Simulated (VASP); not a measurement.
# Ga12O19 (a cell with a defect) in VASP: further runs

Runs on Ga12O19 (a cell with a defect). Level: PBE. Tasks: single point.

Program: VASP 6.6.1. These are calculated values, not measurements. Logs are shortened: lines on timing, memory, paths and dates and some standing lists are left out, and cuts for length are marked.

### Step 1. The cell of the first run

The cell holds a defect, 31 atoms: a = 9.250 Å, b = 5.877 Å, c = 6.416 Å, α = 103.29°, β = 103.90°, γ = 90.00°.

### Step 2. Single point, PBE

Input file INCAR:

```
SYSTEM = Ga12O19
  PREC = Accurate
  ENCUT = 520
  EDIFF = 1E-6
  ISMEAR = -1
  SIGMA = 0.01
  LREAL = Auto
  LASPH = .TRUE.
  NELM = 120
  ALGO = Normal
  ISIF = 2
  LWAVE = .FALSE.
  LCHARG = .TRUE.
  GGA = PE
  LELF = .TRUE.
  LVHAR = .TRUE.
  NBANDS = 156
  GGA_COMPAT = .FALSE.
  ISYM = -1
```

Input file KPOINTS:

```
explicit points
1
Reciprocal
  0.25000000   0.25000000   0.25000000 1
```

Input file POSCAR:

```
Ga12O19
1.0
    0.0000000000      9.2496621800      0.0000000000
   -1.3977182400      0.0000000000      5.7085775500
    6.2279771500     -1.5416103600      0.0067278600
Ga O
12 19
Direct
    0.1186193343      0.6649137026      0.6851457395
    0.2191931515      0.3196716184      0.3019943405
    0.3005690104      0.1925742594      0.8042536821
    0.0272968335      0.8006358254      0.1864339365
    0.4457540082      0.6786409688      0.6805137139
    0.5467773599      0.3150004736      0.3026769145
    0.6338995541      0.1969000992      0.8125190151
    0.3617200010      0.7942756255      0.1749435656
    0.7691404448      0.6640343206      0.6817301637
    0.8826255012      0.3193799398      0.3052747500
    0.9718639597      0.2215434021      0.8165015914
    0.6959123241      0.8004604602      0.1807985416
    0.1666701540      0.7353519970      0.0096759987
    0.1669626624      0.2590514191      0.9787487569
    0.2737637628      0.4265993214      0.6428033624
    0.0583010502      0.5649383721      0.3453538148
    0.0502101748      0.1222762662      0.2823263036
    0.2773553471      0.8773101482      0.6675203354
    0.5005085798      0.7407855226      0.0048152773
    0.4939782265      0.2533363977      0.9789929791
    0.6033782245      0.4285883233      0.6455721690
    0.3907621288      0.5618676954      0.3409238145
    0.3852368078      0.1089800569      0.3198482212
    0.6089560298      0.8833669575      0.6659202513
    0.8321906509      0.7402184825      0.0079354618
    0.8282453625      0.2623009685      0.9781088950
    0.9371791456      0.4428391358      0.6439568163
    0.7221397945      0.5688014566      0.3448012283
    0.7131023505      0.1189061269      0.3081445574
    0.9467713082      0.8716380964      0.7233103715
    0.9678584531      0.9831533278      0.5386534437
```

Potentials or basis: VASP PAW PBE potentials, release 64 (Ga_d, O).

The run is started by

```bash
> cat potpaw_PBE.64/Ga_d/POTCAR potpaw_PBE.64/O/POTCAR > POTCAR
> mpirun -np 1 vasp_std > vasp.out
```

OUTCAR:

```text
SYSTEM = Ga12O19
   PREC = Accurate
   ENCUT = 520
   EDIFF = 1E-6
   ISMEAR = -1
   LREAL = Auto
   LASPH = .TRUE.
   NELM = 120
   ISIF = 2
   GGA = PE
   ISYM = -1

 ion  position               nearest neighbor table
   1  0.119  0.665  0.685-  13 1.97  18 1.97  15 2.03  30 2.03  27 2.05  16 2.06
   2  0.219  0.320  0.302-  17 1.91  14 1.96  23 1.97  22 2.06  15 2.07  16 2.09
   3  0.301  0.193  0.804-  14 1.84  18 1.85  20 1.85  15 1.89
   4  0.027  0.801  0.186-  17 1.84  25 1.87  16 1.88  13 1.90
   5  0.446  0.679  0.681-  18 1.94  24 1.96  19 1.97  22 2.06  21 2.08  15 2.11
   6  0.547  0.315  0.303-  29 1.92  20 1.96  23 1.96  22 2.06  21 2.08  28 2.13
   7  0.634  0.197  0.813-  26 1.84  20 1.85  24 1.85  21 1.90
   8  0.362  0.794  0.175-  13 1.85  23 1.86  19 1.86  22 1.90
   9  0.769  0.664  0.682-  24 1.96  30 1.97  25 1.98  21 2.00  28 2.04  27 2.05
  10  0.883  0.319  0.305-  17 1.95  29 1.97  26 1.99  27 2.06  16 2.10  28 2.10
  11  0.972  0.222  0.817-  14 1.84  26 1.86  27 1.87  31 1.99  30 2.00
  12  0.696  0.800  0.181-  29 1.85  25 1.85  19 1.87  28 1.89
  13  0.167  0.735  0.010-   8 1.85   4 1.90   1 1.97
  14  0.167  0.259  0.979-  11 1.84   3 1.84   2 1.96
  15  0.274  0.427  0.643-   3 1.89   1 2.03   2 2.07   5 2.11
  16  0.058  0.565  0.345-   4 1.88   1 2.06   2 2.09  10 2.10
  17  0.050  0.122  0.282-   4 1.84   2 1.91  10 1.95
  18  0.277  0.877  0.668-   3 1.85   5 1.94   1 1.97
  19  0.501  0.741  0.005-   8 1.86  12 1.87   5 1.97
  20  0.494  0.253  0.979-   7 1.85   3 1.85   6 1.96
  21  0.603  0.429  0.646-   7 1.90   9 2.00   6 2.08   5 2.08
  22  0.391  0.562  0.341-   8 1.90   2 2.06   6 2.06   5 2.06
  23  0.385  0.109  0.320-   8 1.86   6 1.96   2 1.97
  24  0.609  0.883  0.666-   7 1.85   5 1.96   9 1.96
  25  0.832  0.740  0.008-  12 1.85   4 1.87   9 1.98
  26  0.828  0.262  0.978-   7 1.84  11 1.86  10 1.99
  27  0.937  0.443  0.644-  11 1.87   9 2.05   1 2.05  10 2.06
  28  0.722  0.569  0.345-  12 1.89   9 2.04  10 2.10   6 2.13
  29  0.713  0.119  0.308-  12 1.85   6 1.92  10 1.97
  30  0.947  0.872  0.723-  31 1.53   9 1.97  11 2.00   1 2.03
  31  0.968  0.983  0.539-  30 1.53  11 1.99

IMPORTANT INFORMATION: All symmetrisations will be switched off!
NOSYMM: (Re-)initialisation of all symmetry stuff for point group C_1.

----------------------------------------------------------------------------------------

                                     Primitive cell

  volume of cell :     328.9392

  direct lattice vectors                    reciprocal lattice vectors
     0.000000000  9.249662180  0.000000000     0.026753887  0.108112056  0.006550563
    -1.397718240  0.000000000  5.708577550    -0.000189185  0.000000000  0.175128666
     6.227977150 -1.541610360  0.006727860     0.160523321  0.000000000  0.039303377

[... 108 lines left out ...]
   TEBEG  =    0.0;   TEEND  =   0.0 temperature during run
   PSTRESS=    0.0 pullay stress
   NELECT =     270.0000    total number of electrons
   NUPDOWN=      -1.0000    fix difference up-down
   EMIN   =  10.00;   EMAX   =-10.00  energy-range for DOS
   EFERMI =   0.00;   METHOD = LEGACY
   ISMEAR =    -1;   SIGMA  =   0.01  broadening in eV -4-tet -1-fermi 0-gaus
   EFERMI_NEDOS =   21; number of points for ismear=-14 and -15
   IALGO  =     38    algorithm
   IMIX   =      4    mixing-type and parameters
     AMIX     =   0.40;   BMIX     =  1.00
     AMIX_MAG =   1.60;   BMIX_MAG =  1.00
  volume/ion in A,a.u.               =      10.61        71.61
  Fermi-wavevector in a.u.,A,eV,Ry     =   1.532819  2.896608 31.967351  2.349534
  Thomas-Fermi vector in A             =   2.639972
   LORBIT       =      0    0 simple, 1 ext, 2 COOP (PROOUT), +10 PAW based schemes
   GGA     = PE    functional components
   LHFCALC =     F    Hartree Fock is set to
   AEXX    =    0.0000 exact exchange contribution
   IVDW    =     0    specifies the selected vdW correction
   LEPSILON=     F    determine dielectric tensor
   LRPA    =     F    only Hartree local field effects (RPA)
 non-spin polarized calculation
  energy-cutoff  :      520.00
  volume of cell :      328.94
 maximum number of plane-waves:      8866
 NGX is ok and might be reduce to    70
   NGX = 35   NGY = 21   NGZ = 23

 number of electron     270.0000003 magnetization

 Free energy of the ion-electron system (eV)
  ---------------------------------------------------
  ext. energy  EPLUGINS =         0.00000000
  ---------------------------------------------------
  free energy    TOTEN  =      -181.71018708 eV

  energy without entropy =     -181.71018708  energy(sigma->0) =     -181.71018708

 E-fermi :   4.4694     XC(G=0): -11.5122

 val. band max:        4.1624922880   @ k =   0.2500   0.2500   0.2500
 cond. band min:       7.8652396904   @ k =   0.2500   0.2500   0.2500
 fundamental gap:      3.7027474024
 Fermi energy:         4.4694382035

 k-point     1 :       0.2500    0.2500    0.2500
  band No.  band energies     occupation
      1     -16.9641      2.00000
      2     -14.7641      2.00000
      3     -14.5290      2.00000
      4     -14.3458      2.00000
      5     -14.0393      2.00000
      6     -13.9998      2.00000
[... 139 lines left out ...]
    146      10.5188      0.00000
    147      10.8498      0.00000
 [bands above 147 left out]

------------------------ aborting loop because EDIFF is reached ----------------------------------------

  FORCE on cell =-STRESS in cart. coord.  units (eV):
  Direction    XX          YY          ZZ          XY          YZ          ZX
  --------------------------------------------------------------------------------------
  -------------------------------------------------------------------------------------
  Total        7.0597910      8.0164341     15.2055591      1.3587326      0.1759058     -5.3661475
  in kB       34.3864059     39.0459657     74.0623237      6.6180329      0.8567916    -26.1371088
  external PRESSURE =      49.1648984 kB  Pullay stress =       0.0000000 kB

 VOLUME and BASIS-vectors are now :
 -----------------------------------------------------------------------------
  energy-cutoff  :      520.00
  volume of cell :      328.94
      direct lattice vectors                 reciprocal lattice vectors
     0.000000000  9.249662180  0.000000000     0.026753887  0.108112056  0.006550563
    -1.397718240  0.000000000  5.708577550    -0.000189185  0.000000000  0.175128666
     6.227977150 -1.541610360  0.006727860     0.160523321  0.000000000  0.039303377

 POSITION                                       TOTAL-FORCE (eV/Angst)
 -----------------------------------------------------------------------------------
      3.33771      0.04096      3.80032         0.016501     -0.001486      0.003711
      1.43400      1.56190      1.82690        -0.005270      0.001141     -0.002241
      4.73971      1.54032      1.10474        -0.007408     -0.000012     -0.000639
      0.04204     -0.03492      4.57175         0.014924     -0.007751      0.010551
      3.28967      3.07399      3.87865         0.009214     -0.001523     -0.002509
      1.44478      4.59090      1.80024        -0.008395      0.004955     -0.001556
[... 23 lines left out ...]
      3.28646      7.64225      4.98068         0.121193     -0.059153     -0.063101
      1.98055      8.12197      5.61603        -0.194200      0.074634      0.032756
 -----------------------------------------------------------------------------------
    total drift:                                0.011303     -0.011659      0.001682

  FREE ENERGIE OF THE ION-ELECTRON SYSTEM (eV)
  ---------------------------------------------------
  free  energy   TOTEN  =      -181.7101870846 eV

  energy  without entropy=     -181.7101870846  energy(sigma->0) =     -181.71018708
```

Run time: 90 s. Hardware: 1 thread of Intel Xeon 6975P-C (Granite Rapids), shared host; peak memory 0.37 GiB.

What came out:

* Free energy: -181.7102 eV
* Pressure: 4.9 GPa
* Largest force: 0.211 eV/Å
* Band gap on the k mesh: 3.70 eV

Forces on the atoms (eV/Å):
```
Ga   0.017 -0.001  0.004
Ga  -0.005  0.001 -0.002
Ga  -0.007  0.000 -0.001
Ga   0.015 -0.008  0.011
Ga   0.009 -0.002 -0.003
Ga  -0.008  0.005 -0.002
Ga  -0.003 -0.005 -0.004
Ga   0.006 -0.004  0.006
Ga   0.017  0.007  0.009
Ga  -0.001 -0.002 -0.006
Ga   0.032 -0.006  0.038
Ga   0.009  0.000  0.010
O   -0.008  0.001 -0.006
O    0.009  0.006  0.005
O    0.005  0.003 -0.008
O   -0.004  0.000  0.003
O    0.017 -0.002 -0.015
O   -0.021 -0.004  0.011
O   -0.014 -0.001 -0.007
O    0.006  0.001  0.006
O    0.005 -0.011 -0.013
O   -0.006  0.002  0.006
O    0.023 -0.001 -0.011
O   -0.023  0.005  0.013
O   -0.015  0.002 -0.007
O    0.009 -0.003  0.005
O    0.000 -0.001 -0.002
O   -0.006 -0.001  0.001
O    0.018  0.002 -0.010
O    0.121 -0.059 -0.063
O   -0.194  0.075  0.033
```

Levels at points of the mesh, in eV from the valence-band top:
```csv
k point,band 132,band 133,band 134,band 135,band 136,band 137,band 138,band 139
"(0.25, 0.25, 0.25)",-0.75,-0.64,-0.42,0.00,3.70,3.93,4.50,4.98
```

### Step 3. Single point, PBE

Input file INCAR:

```
PREC = Accurate
ENCUT = 520
EDIFF = 1E-6
ISMEAR = -1
SIGMA = 0.01
LREAL = Auto
LASPH = True
NELM = 120
ALGO = Normal
ISIF = 2
LWAVE = False
LCHARG = True
GGA = PE
LELF = True
LVHAR = True
NBANDS = 156
GGA_COMPAT = False
ISYM = -1
```

KPOINTS is that of step 2.

Input file POSCAR:

```
Ga12O19
1.0
    0.0000000000      9.2496621800      0.0000000000
   -1.3977182400      0.0000000000      5.7085775500
    6.2279771500     -1.5416103600      0.0067278600
Ga O
12 19
Direct
    0.1171563189      0.6685590537      0.6828018282
    0.2200065017      0.3199369542      0.3032295513
    0.3001698051      0.1931545971      0.8056058304
    0.0253974637      0.7947277041      0.1839024743
    0.4458657336      0.6781613361      0.6812599608
    0.5470355217      0.3137585399      0.3041149620
    0.6336815580      0.1976163842      0.8129695891
    0.3599136767      0.7937979494      0.1741782037
    0.7694075908      0.6662036312      0.6798457774
    0.8822016972      0.3162853780      0.3052072601
    0.9713178062      0.2160732726      0.8137753932
    0.6946180243      0.7990380856      0.1794215168
    0.1648549876      0.7340706824      0.0070724380
    0.1660567317      0.2573030541      0.9791466836
    0.2729722613      0.4260549482      0.6430406978
    0.0581888994      0.5593442567      0.3437844453
    0.0500374067      0.1189610349      0.2743378736
    0.2791146943      0.8770595618      0.6704175443
    0.4995963017      0.7401000742      0.0054002082
    0.4942408814      0.2526547765      0.9806409116
    0.6030784049      0.4293000298      0.6457458634
    0.3902976818      0.5620041820      0.3409024222
    0.3850423892      0.1082019821      0.3202495507
    0.6086862606      0.8837549730      0.6665123114
    0.8306663958      0.7403229038      0.0050969722
    0.8280483995      0.2610207226      0.9786117191
    0.9362131626      0.4423142146      0.6453767489
    0.7220166552      0.5670108300      0.3436018354
    0.7140685887      0.1162698819      0.3141210200
    0.9444763557      0.8779262307      0.7089964205
    0.9845808890      0.9868704615      0.5192496322
```

Potentials or basis: VASP PAW PBE potentials, release 64 (Ga_d, O).

The run is started by

```bash
> cat potpaw_PBE.64/Ga_d/POTCAR potpaw_PBE.64/O/POTCAR > POTCAR
> mpirun -np 1 vasp_std > vasp.out
```

Run time: 92 s. Hardware: 1 thread of Intel Xeon 6975P-C (Granite Rapids), shared host; peak memory 0.38 GiB.

The run converged. Its results:

* Free energy: -181.6747 eV
* Pressure: 4.4 GPa
* Largest force: 0.301 eV/Å
* Band gap on the k mesh: 3.38 eV

Forces in eV/Å, atoms in the order of the input:
```
Ga   0.042  0.049 -0.064
Ga  -0.029 -0.012 -0.034
Ga  -0.029  0.028 -0.015
Ga   0.071  0.008  0.087
Ga  -0.009  0.001 -0.007
Ga  -0.025  0.007 -0.004
Ga  -0.023 -0.005 -0.009
Ga  -0.009  0.007 -0.003
Ga  -0.004 -0.010 -0.031
Ga   0.017  0.045 -0.043
Ga   0.096  0.001  0.134
Ga  -0.004  0.022 -0.002
O   -0.019  0.004  0.004
O   -0.035  0.042  0.032
O   -0.006  0.016 -0.009
O   -0.016 -0.001  0.056
O   -0.023 -0.001  0.017
O   -0.049 -0.008  0.013
O   -0.019  0.004 -0.013
O   -0.007  0.006  0.000
O    0.003 -0.015 -0.026
O   -0.009 -0.002 -0.009
O    0.017  0.006 -0.021
O   -0.033  0.006  0.004
O   -0.047  0.025  0.013
O   -0.020 -0.008  0.022
O   -0.011  0.001  0.031
O   -0.018  0.010  0.003
O   -0.014  0.003 -0.010
O    0.028 -0.011 -0.026
O    0.183 -0.220 -0.092
```

Stress tensor (GPa, compression positive):
```
 2.89  0.76 -2.10
 0.76  3.88  0.01
-2.10  0.01  6.57
```

Levels at points of the mesh, in eV from the valence-band top:
```tsv
k point	band 132	band 133	band 134	band 135	band 136	band 137	band 138	band 139
(0.25, 0.25, 0.25)	-0.57	-0.47	-0.36	0.00	3.38	3.90	4.67	5.16
```
